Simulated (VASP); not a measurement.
# TiO2 (C2/m) in VASP: settings compared

The runs below take TiO2 through single point, with RPBE, PBEsol+D4.

All numbers are computed with VASP 6.6.1; they aren't measurements. Logs are shortened: lines on timing, memory, paths and dates and some standing lists are left out, and cuts for length are marked.

## Step 1: The cell of the first run

Symmetry: C2/m, No. 12, monoclinic system. Conventional cell: a = 12.307 Å, b = 3.767 Å, c = 6.616 Å, α = 90.00°, β = 106.95°, γ = 90.00°. Within 2.5 Å of Ti (site symmetry m) lie 6 O at 1.86 to 2.16 Å. Ti (site symmetry m) has 6 O at 1.78 to 2.34 Å within 2.4 Å. Within 2.6 Å of O (site symmetry m) lie 3 Ti at 1.94 to 2.03 Å and 2 O at 2.53 Å. Within 2.8 Å of O (site symmetry m) lie 4 Ti at 1.96 to 2.34 Å and 5 O at 2.53 to 2.71 Å. O (site symmetry m) has 2 Ti at 1.78 to 1.87 Å within 2.4 Å. O (site symmetry m) has 3 Ti at 1.86 to 2.16 Å and 2 O at 2.54 to 2.67 Å within 2.7 Å.

## Step 2: Single point, RPBE

File INCAR:

```
SYSTEM = TiO2
  PREC = Accurate
  ENCUT = 520
  EDIFF = 1E-6
  ISMEAR = -1
  SIGMA = 0.05
  LREAL = .False.
  LASPH = .True.
  NELM = 100
  ALGO = Normal
  ISIF = 2
  LWAVE = .False.
  LCHARG = .False.
  GGA = RP
  NBANDS = 60
```

File KPOINTS:

```
regular mesh
0
Gamma
  6 6 3
  0 0 0
```

File POSCAR:

```
TiO2
1.0
    6.1535771931     -1.8834685000      0.0000000000
    6.1535771931      1.8834685000      0.0000000000
   -1.9283261078      0.0000000000      6.3289668713
Ti O
4 8
Direct
    0.9000710000      0.9000710000      0.2896020000
    0.1952860000      0.1952860000      0.2837620000
    0.0999290000      0.0999290000      0.7103980000
    0.8047140000      0.8047140000      0.7162380000
    0.3619310000      0.3619310000      0.2933970000
    0.2634885000      0.2634885000      0.6525000000
    0.8671885000      0.8671885000      0.9952910000
    0.7365115000      0.7365115000      0.3475000000
    0.9416475000      0.9416475000      0.6300210000
    0.1328115000      0.1328115000      0.0047090000
    0.6380690000      0.6380690000      0.7066030000
    0.0583525000      0.0583525000      0.3699790000
```

Potentials or basis: VASP PAW PBE potentials, release 64 (Ti_sv, O).

Command:

```console
$ cat potpaw_PBE.64/Ti_sv/POTCAR potpaw_PBE.64/O/POTCAR > POTCAR
$ mpirun -np 1 vasp_std > vasp.out
```

OUTCAR:

```text
SYSTEM = TiO2
   PREC = Accurate
   ENCUT = 520
   EDIFF = 1E-6
   ISMEAR = -1
   LREAL = .False.
   LASPH = .True.
   NELM = 100
   ISIF = 2
   GGA = RP

 ion  position               nearest neighbor table
   1  0.900  0.900  0.290-  12 1.86   7 1.87   5 1.94   5 1.94   8 2.16   9 2.16
   2  0.195  0.195  0.284-  10 1.78  12 1.93   8 1.96   8 1.96   5 2.03   6 2.34
   3  0.100  0.100  0.710-   9 1.86  10 1.87  11 1.94  11 1.94   6 2.16  12 2.16
   4  0.805  0.805  0.716-   7 1.78   9 1.93   6 1.96   6 1.96  11 2.03   8 2.34
   5  0.362  0.362  0.293-   1 1.94   1 1.94   2 2.03
   6  0.263  0.263  0.653-   4 1.96   4 1.96   3 2.16   2 2.34
   7  0.867  0.867  0.995-   4 1.78   1 1.87
   8  0.737  0.737  0.347-   2 1.96   2 1.96   1 2.16   4 2.34
   9  0.942  0.942  0.630-   3 1.86   4 1.93   1 2.16
  10  0.133  0.133  0.005-   2 1.78   3 1.87
  11  0.638  0.638  0.707-   3 1.94   3 1.94   4 2.03
  12  0.058  0.058  0.370-   1 1.86   2 1.93   3 2.16

  LATTYP: Found a base centered monoclinic cell.
 ALAT       =    12.3071543862
 B/A-ratio  =     0.3060770087
 C/A-ratio  =     0.5375907333
 COS(beta)  =    -0.2914546970

  Lattice vectors:

 A1 = (   6.1535771931,  -1.8834685000,   0.0000000000)
 A2 = (   6.1535771931,   1.8834685000,   0.0000000000)
 A3 = (  -1.9283261078,   0.0000000000,   6.3289668713)

Analysis of symmetry for initial positions (statically):
=====================================================================
 Subroutine PRICEL returns:
 Original cell was already a primitive cell.

 Routine SETGRP: Setting up the symmetry group for a
 base centered monoclinic supercell.

 Subroutine GETGRP returns: Found  4 space group operations
 (whereof  4 operations were pure point group operations)
 out of a pool of  4 trial point group operations.

The static configuration has the point symmetry C_2h.

Analysis of symmetry for dynamics (positions and initial velocities):
=====================================================================
 Subroutine PRICEL returns:
 Original cell was already a primitive cell.

 Routine SETGRP: Setting up the symmetry group for a
 base centered monoclinic supercell.

 Subroutine GETGRP returns: Found  4 space group operations
 (whereof  4 operations were pure point group operations)
 out of a pool of  4 trial point group operations.

The dynamic configuration has the point symmetry C_2h.

 Subroutine INISYM returns: Found  4 space group operations
 (whereof  4 operations are pure point group operations),
 and found     1 'primitive' translations

----------------------------------------------------------------------------------------

                                     Primitive cell

  volume of cell :     146.7063

  direct lattice vectors                    reciprocal lattice vectors
     6.153577193 -1.883468500  0.000000000     0.081253551 -0.265467673  0.024756544
     6.153577193  1.883468500  0.000000000     0.081253551  0.265467673  0.024756544
    -1.928326108  0.000000000  6.328966871     0.000000000  0.000000000  0.158003671

  length of vectors
     6.435368355  6.435368355  6.616212152     0.278725872  0.278725872  0.158003671

  position of ions in fractional coordinates (direct lattice)
     0.900071000  0.900071000  0.289602000
     0.195286000  0.195286000  0.283762000
     0.099929000  0.099929000  0.710398000
     0.804714000  0.804714000  0.716238000
     0.361931000  0.361931000  0.293397000
     0.263488500  0.263488500  0.652500000
     0.867188500  0.867188500  0.995291000
     0.736511500  0.736511500  0.347500000
     0.941647500  0.941647500  0.630021000
     0.132811500  0.132811500  0.004709000
     0.638069000  0.638069000  0.706603000
     0.058352500  0.058352500  0.369979000

  ion indices of the primitive-cell ions
   primitive index   ion index
                 1           1
                 2           2
                 3           3
                 4           4
                 5           5
                 6           6
                 7           7
                 8           8
                 9           9
                10          10
                11          11
                12          12

----------------------------------------------------------------------------------------

 KPOINTS: regular mesh

Automatic generation of k-mesh.
 Grid dimensions read from file:
 generate k-points for:    6    6    3

 Generating k-lattice:

  Cartesian coordinates                     Fractional coordinates (reciprocal lattice)
     0.013542259 -0.044244612  0.004126091     0.166666667  0.000000000  0.000000000
     0.013542259  0.044244612  0.004126091     0.000000000  0.166666667  0.000000000
     0.000000000  0.000000000  0.052667890     0.000000000  0.000000000  0.333333333

  Length of vectors
     0.046454312  0.046454312  0.052667890

  Shift w.r.t. Gamma in fractional coordinates (k-lattice)
     0.000000000  0.000000000  0.000000000

 Subroutine IBZKPT returns following result:
 ===========================================

 Found     34 irreducible k-points:

 Following reciprocal coordinates:
            Coordinates               Weight
  0.000000  0.000000  0.000000      1.000000
  0.166667  0.000000  0.000000      4.000000
  0.333333  0.000000  0.000000      4.000000
  0.500000  0.000000  0.000000      2.000000
  0.166667  0.166667  0.000000      2.000000
  0.333333  0.166667  0.000000      4.000000
[... 16 lines left out ...]
 -0.333333  0.166667  0.333333      4.000000
 -0.166667  0.166667  0.333333      4.000000
 [... further k-points ...]
   k-points           NKPTS =     34   k-points in BZ     NKDIM =     34   number of bands    NBANDS=     60
   number of dos      NEDOS =    301   number of ions     NIONS =     12
   total plane-waves  NPLWV = 115200
   dimension x,y,z NGX =    48 NGY =   48 NGZ =   50
   dimension x,y,z NGXF=    96 NGYF=   96 NGZF=  100
   ions per type =               4   8
   NGX,Y,Z   is equivalent  to a cutoff of  12.40, 12.40, 12.56 a.u.
   NGXF,Y,Z  is equivalent  to a cutoff of  24.80, 24.80, 25.13 a.u.
 SYSTEM =  TiO2
   PREC   = accura    normal or accurate (medium, high low for compatibility)
   ISTART =      0    job   : 0-new  1-cont  2-samecut
   ICHARG =      2    charge: 1-file 2-atom 10-const
   ISPIN  =      1    spin polarized calculation?
   LNONCOLLINEAR =      F non collinear calculations
   LSORBIT =      F    spin-orbit coupling
   LASPH  =      T    aspherical Exc in radial PAW
   ENCUT  =  520.0 eV  38.22 Ry    6.18 a.u.  11.97 11.97 12.30*2*pi/ulx,y,z
   NELM   =    100;   NELMIN=  2; NELMDL= -5     # of ELM steps
   EDIFF  = 0.1E-05   stopping-criterion for ELM
   LREAL  =      F    real-space projection
   EDIFFG = 0.1E-04   stopping-criterion for IOM
   NSW    =      0    number of steps for IOM
   IBRION =     -1    ionic relax: 0-MD 1-quasi-New 2-CG
   NFREE  =      0    steps in history (QN), initial steepest desc. (CG)
   ISIF   =      2    stress and relaxation
   ISYM   =      2    0-nonsym 1-usesym 2-fastsym
   POTIM  = 0.5000    time-step for ionic-motion
   TEBEG  =    0.0;   TEEND  =   0.0 temperature during run
   PSTRESS=    0.0 pullay stress
   NELECT =      96.0000    total number of electrons
   NUPDOWN=      -1.0000    fix difference up-down
   EMIN   =  10.00;   EMAX   =-10.00  energy-range for DOS
   EFERMI =   0.00;   METHOD = LEGACY
   ISMEAR =    -1;   SIGMA  =   0.05  broadening in eV -4-tet -1-fermi 0-gaus
   EFERMI_NEDOS =   21; number of points for ismear=-14 and -15
   IALGO  =     38    algorithm
   IMIX   =      4    mixing-type and parameters
     AMIX     =   0.40;   BMIX     =  1.00
     AMIX_MAG =   1.60;   BMIX_MAG =  1.00
  volume/ion in A,a.u.               =      12.23        82.50
  Fermi-wavevector in a.u.,A,eV,Ry     =   1.421289  2.685846 27.484606  2.020062
  Thomas-Fermi vector in A             =   2.542114
   LORBIT       =      0    0 simple, 1 ext, 2 COOP (PROOUT), +10 PAW based schemes
   GGA     = RP    functional components
   LHFCALC =     F    Hartree Fock is set to
   AEXX    =    0.0000 exact exchange contribution
   IVDW    =     0    specifies the selected vdW correction
   LEPSILON=     F    determine dielectric tensor
   LRPA    =     F    only Hartree local field effects (RPA)
 non-spin polarized calculation
  energy-cutoff  :      520.00
  volume of cell :      146.71
 maximum number of plane-waves:      3973
   NGX = 23   NGY = 23   NGZ = 25

 number of electron      96.0000007 magnetization

 Free energy of the ion-electron system (eV)
  ---------------------------------------------------
  ext. energy  EPLUGINS =         0.00000000
  ---------------------------------------------------
  free energy    TOTEN  =      -103.09154665 eV

  energy without entropy =     -103.09154665  energy(sigma->0) =     -103.09154665

 E-fermi :   3.9087     XC(G=0):  -9.9636

 val. band max:        2.6375205563   @ k =  -0.1667   0.3333   0.3333
 cond. band min:       5.4229400330   @ k =   0.0000   0.0000   0.0000
 fundamental gap:      2.7854194767
 Fermi energy:         3.9087274292

 k-point     1 :       0.0000    0.0000    0.0000
  band No.  band energies     occupation
      1     -53.6776      2.00000
      2     -53.6663      2.00000
      3     -53.5800      2.00000
      4     -53.5739      2.00000
      5     -29.9999      2.00000
      6     -29.9535      2.00000
[... 52 lines left out ...]
     59       7.5067      0.00000
     60       7.7325      0.00000

 k-point     2 :       0.1667    0.0000    0.0000
  band No.  band energies     occupation
      1     -53.6766      2.00000
      2     -53.6656      2.00000
      3     -53.5793      2.00000
      4     -53.5741      2.00000
      5     -29.9958      2.00000
      6     -29.9509      2.00000
[... 52 lines left out ...]
     59       7.2506      0.00000
     60       7.3166      0.00000

 k-point     3 :       0.3333    0.0000    0.0000
  band No.  band energies     occupation
      1     -53.6745      2.00000
      2     -53.6642      2.00000
      3     -53.5776      2.00000
      4     -53.5746      2.00000
      5     -29.9874      2.00000
      6     -29.9477      2.00000
[... 1312 lines left out ...]
     59       7.4877      0.00000
     60       7.5759      0.00000

 k-point    24 :      -0.1667    0.1667    0.3333
  band No.  band energies     occupation
      1     -53.6745      2.00000
      2     -53.6642      2.00000
      3     -53.5778      2.00000
      4     -53.5745      2.00000
      5     -29.9918      2.00000
      6     -29.9497      2.00000
[... 52 lines left out ...]
     59       7.3157      0.00000
     60       7.4329      0.00000

 [... further k-points ...]
[... 5 lines left out ...]
  --------------------------------------------------------------------------------------
  -------------------------------------------------------------------------------------
  Total        3.2406311      3.1773446      3.2186006      0.0000000      0.0000000     -0.0459193
  in kB       35.3908783     34.6997274     35.1502836      0.0000000      0.0000000     -0.5014834
  external PRESSURE =      35.0802964 kB  Pullay stress =       0.0000000 kB

 VOLUME and BASIS-vectors are now :
 -----------------------------------------------------------------------------
  energy-cutoff  :      520.00
  volume of cell :      146.71
      direct lattice vectors                 reciprocal lattice vectors
     6.153577193 -1.883468500  0.000000000     0.081253551 -0.265467673  0.024756544
     6.153577193  1.883468500  0.000000000     0.081253551  0.265467673  0.024756544
    -1.928326108  0.000000000  6.328966871     0.000000000  0.000000000  0.158003671

 POSITION                                       TOTAL-FORCE (eV/Angst)
 -----------------------------------------------------------------------------------
     10.51887      0.00000      1.83288         0.028233      0.000000     -0.060403
      1.85623      0.00000      1.79592        -0.072599      0.000000     -0.138929
     -0.14004      0.00000      4.49609        -0.028233      0.000000      0.060403
      8.52260      0.00000      4.53305         0.072599      0.000000      0.138929
      3.88858      0.00000      1.85690         0.042094      0.000000     -0.017313
      1.98456      0.00000      4.12965         0.053807      0.000000      0.059406
      8.75338      0.00000      6.29916         0.010166      0.000000     -0.027280
      8.39427      0.00000      2.19932        -0.053807      0.000000     -0.059406
     10.37412      0.00000      3.98738         0.011268      0.000000      0.061691
      1.62545      0.00000      0.02980        -0.010166      0.000000      0.027280
      6.49025      0.00000      4.47207        -0.042094      0.000000      0.017313
      0.00471      0.00000      2.34158        -0.011268      0.000000     -0.061691
 -----------------------------------------------------------------------------------
    total drift:                               -0.000000     -0.000000      0.000000

  FREE ENERGIE OF THE ION-ELECTRON SYSTEM (eV)
  ---------------------------------------------------
  free  energy   TOTEN  =      -103.0915466467 eV

  energy  without entropy=     -103.0915466467  energy(sigma->0) =     -103.09154665
```

Wall time 9.9 min (1 thread of Intel Xeon Platinum 8259CL at 2.50GHz (Skylake/Cascade Lake), shared host); peak memory 0.44 GiB.

Results:

```yaml
Free_energy: -103.0915 eV
Pressure: 3.5 GPa
Largest_force: 0.157 eV/Å
Band_gap_on_the_k_mesh: 2.79 eV (least direct gap 2.93 eV)
```

Forces on the atoms (eV/Å):
```
Ti   0.028  0.000 -0.060
Ti  -0.073  0.000 -0.139
Ti  -0.028  0.000  0.060
Ti   0.073  0.000  0.139
O    0.042  0.000 -0.017
O    0.054  0.000  0.059
O    0.010  0.000 -0.027
O   -0.054  0.000 -0.059
O    0.011  0.000  0.062
O   -0.010  0.000  0.027
O   -0.042  0.000  0.017
O   -0.011  0.000 -0.062
```

Caveat: the cell stands under pressure; the PAW data sets were made with another functional, which shifts forces and pressure a little. A k mesh can miss the band edges.

[end of part 1 of 2]
